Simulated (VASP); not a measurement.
# In4SbAs3 (P-43m) in VASP: a series of runs, part 2 of 2

VASP 6.6.1.

## 4. Relaxation of cell and atoms, PBE

Contents of INCAR:

```
SYSTEM = In4SbAs3
PREC     = Accurate       ! precision mode
ENCUT    = 600            ! plane-wave cutoff, eV
EDIFF    = 1E-6           ! SCF threshold, eV
ISMEAR   = 0              ! smearing method
SIGMA    = 0.1            ! smearing width, eV
LREAL    = .False.        ! projectors in reciprocal space
LASPH    = .True.         ! aspherical terms in the spheres
NELM     = 80             ! most SCF steps
ALGO     = Normal         ! electronic algorithm
ISIF     = 3              ! what is computed and relaxed
LWAVE    = .False.        ! write WAVECAR
LCHARG   = .False.        ! write CHGCAR
GGA      = PE             ! functional
IBRION   = 2              ! ionic algorithm
NSW      = 100            ! ionic steps
EDIFFG   = -0.01          ! ionic threshold
```

Contents of KPOINTS:

```
Automatic mesh
0
Gamma
  6 6 6
  0 0 0
```

Contents of POSCAR:

```
In4SbAs3
1.0
    6.3023444000      0.0000000000      0.0000000000
    0.0000000000      6.3023444000      0.0000000000
    0.0000000000      0.0000000000      6.3023444000
In Sb As
4 1 3
Direct
    0.2421050000      0.7578950000      0.2421050000
    0.2421050000      0.2421050000      0.7578950000
    0.7578950000      0.7578950000      0.7578950000
    0.7578950000      0.2421050000      0.2421050000
    0.5000000000      0.5000000000      0.5000000000
    0.5000000000      0.0000000000      0.0000000000
    0.0000000000      0.0000000000      0.5000000000
    0.0000000000      0.5000000000      0.0000000000
```

Potentials or basis: VASP PAW PBE potentials, release 64 (In_d, Sb, As).

On the command line:

```console
$ cat potpaw_PBE.64/In_d/POTCAR potpaw_PBE.64/Sb/POTCAR potpaw_PBE.64/As/POTCAR > POTCAR
$ mpirun -np 1 vasp_std > vasp.out
```

OUTCAR:

```text
SYSTEM = In4SbAs3
   PREC = Accurate
   ENCUT = 600
   EDIFF = 1E-6
   ISMEAR = 0
   LREAL = .False.
   LASPH = .True.
   NELM = 80
   ISIF = 3
   GGA = PE
   IBRION = 2
   NSW = 100
   EDIFFG = -0.01

 ion  position               nearest neighbor table
   1  0.242  0.758  0.242-   6 2.70   7 2.70   8 2.70   5 2.82
   2  0.242  0.242  0.758-   6 2.70   7 2.70   8 2.70   5 2.82
[... 1131 lines left out ...]
  Total        0.0183028      0.0183028      0.0183028     -0.0000000      0.0000000      0.0000000
  in kB        0.1171442      0.1171442      0.1171442     -0.0000000      0.0000000      0.0000000
  external PRESSURE =       0.1171442 kB  Pullay stress =       0.0000000 kB

 VOLUME and BASIS-vectors are now :
 -----------------------------------------------------------------------------
  energy-cutoff  :      600.00
  volume of cell :      250.33
      direct lattice vectors                 reciprocal lattice vectors
     6.302344400  0.000000000  0.000000000     0.158671113  0.000000000  0.000000000
     0.000000000  6.302344400  0.000000000     0.000000000  0.158671113  0.000000000
     0.000000000  0.000000000  6.302344400     0.000000000  0.000000000  0.158671113

 POSITION                                       TOTAL-FORCE (eV/Angst)
 -----------------------------------------------------------------------------------
      1.52583      4.77652      1.52583        -0.002704      0.002704     -0.002704
      1.52583      1.52583      4.77652        -0.002704     -0.002704      0.002704
      4.77652      4.77652      4.77652         0.002704      0.002704      0.002704
      4.77652      1.52583      1.52583         0.002704     -0.002704     -0.002704
      3.15117      3.15117      3.15117        -0.000000      0.000000     -0.000000
      3.15117      0.00000      0.00000         0.000000      0.000000     -0.000000
      0.00000      0.00000      3.15117         0.000000      0.000000     -0.000000
      0.00000      3.15117      0.00000         0.000000      0.000000     -0.000000
 -----------------------------------------------------------------------------------
    total drift:                                0.000000      0.000000     -0.000000

  FREE ENERGIE OF THE ION-ELECTRON SYSTEM (eV)
  ---------------------------------------------------
  free  energy   TOTEN  =       -29.9766850456 eV

  energy  without entropy=      -29.9756591607  energy(sigma->0) =      -29.97617210

 reached required accuracy - stopping structural energy minimisation
```

CONTCAR:

```text
In4SbAs3
   1.00000000000000
     6.3023444000000000    0.0000000000000000    0.0000000000000000
     0.0000000000000000    6.3023444000000000    0.0000000000000000
     0.0000000000000000    0.0000000000000000    6.3023444000000000
  In              Sb              As
     4     1     3
Direct
     0.2421050000000022    0.7578949999999978    0.2421050000000022
     0.2421050000000022    0.2421050000000022    0.7578949999999978
     0.7578949999999978    0.7578949999999978    0.7578949999999978
     0.7578949999999978    0.2421050000000022    0.2421050000000022
     0.5000000000000000    0.5000000000000000    0.5000000000000000
     0.5000000000000000    0.0000000000000000    0.0000000000000000
     0.0000000000000000    0.0000000000000000    0.5000000000000000
     0.0000000000000000    0.5000000000000000    0.0000000000000000

  0.00000000E+00  0.00000000E+00  0.00000000E+00
  0.00000000E+00  0.00000000E+00  0.00000000E+00
  0.00000000E+00  0.00000000E+00  0.00000000E+00
  0.00000000E+00  0.00000000E+00  0.00000000E+00
  0.00000000E+00  0.00000000E+00  0.00000000E+00
  0.00000000E+00  0.00000000E+00  0.00000000E+00
  0.00000000E+00  0.00000000E+00  0.00000000E+00
  0.00000000E+00  0.00000000E+00  0.00000000E+00
```

It took 3.8 min on 1 thread of Intel Xeon Platinum 8259CL at 2.50GHz (Skylake/Cascade Lake), shared host; peak memory 0.5 GiB.

What came out:

- Free energy: -29.9767 eV
- Pressure after relaxing: 0.0 GPa
- Largest force after relaxing: 0.005 eV/Å
- Band gap on the k mesh: zero (filled and empty bands touch)

Forces in eV/Å, atoms in the order of the input:
```
In  -0.003  0.003 -0.003
In  -0.003 -0.003  0.003
In   0.003  0.003  0.003
In   0.003 -0.003 -0.003
Sb   0.000  0.000  0.000
As   0.000  0.000  0.000
As   0.000  0.000  0.000
As   0.000  0.000  0.000
```

Final structure:
```
CELL_PARAMETERS angstrom
6.30234 0.00000 0.00000
0.00000 6.30234 0.00000
0.00000 0.00000 6.30234
ATOMIC_POSITIONS crystal
In 0.24210 0.75789 0.24210
In 0.24210 0.24210 0.75789
In 0.75789 0.75789 0.75789
In 0.75789 0.24210 0.24210
Sb 0.50000 0.50000 0.50000
As 0.50000 0.00000 0.00000
As 0.00000 0.00000 0.50000
As 0.00000 0.50000 0.00000
```

Levels at points of the mesh, in eV from the Fermi level:
```csv
k point,band 34,band 35,band 36,band 37,band 38,band 39
"(0.00, 0.00, 0.00)",-0.73,-0.05,-0.05,-0.05,1.51,1.58
"(0.50, 0.00, 0.00)",-1.51,-1.17,-1.17,1.91,2.04,2.26
"(0.50, 0.50, 0.00)",-1.09,-0.84,-0.84,2.00,2.00,2.22
"(0.50, 0.50, 0.50)",-0.69,-0.69,-0.69,0.44,0.44,0.44
```

Caveat: the relaxation stopped at its first step, so nothing moved; semilocal functionals underestimate gaps, and a narrow one can read as zero; spin-orbit coupling is left out, which moves the levels of the heavy elements.

## 5. Overview

```csv
task,cell,k mesh,cutoff (eV),gap on the mesh (eV),pressure (GPa),largest force (eV/Å)
single point,as given,4 × 4 × 4,520,none,0.0,0.01
single point,as given,6 × 6 × 6,520,none,0.0,0.01
relaxation of cell and atoms,relaxed,6 × 6 × 6,600,none,0.0,-
```

Alike in all rows: level PBE; potentials or basis VASP PAW PBE potentials, release 64 (In_d, Sb, As); no spin polarisation; smearing gaussian 0.1 eV.

Caveats: semilocal functionals underestimate gaps, and a narrow one can read as zero; spin-orbit coupling is left out, which moves the levels of the heavy elements; the relaxation stopped at its first step, so nothing moved (at least some runs).

Absolute energies hang on the potentials; compare differences alone.
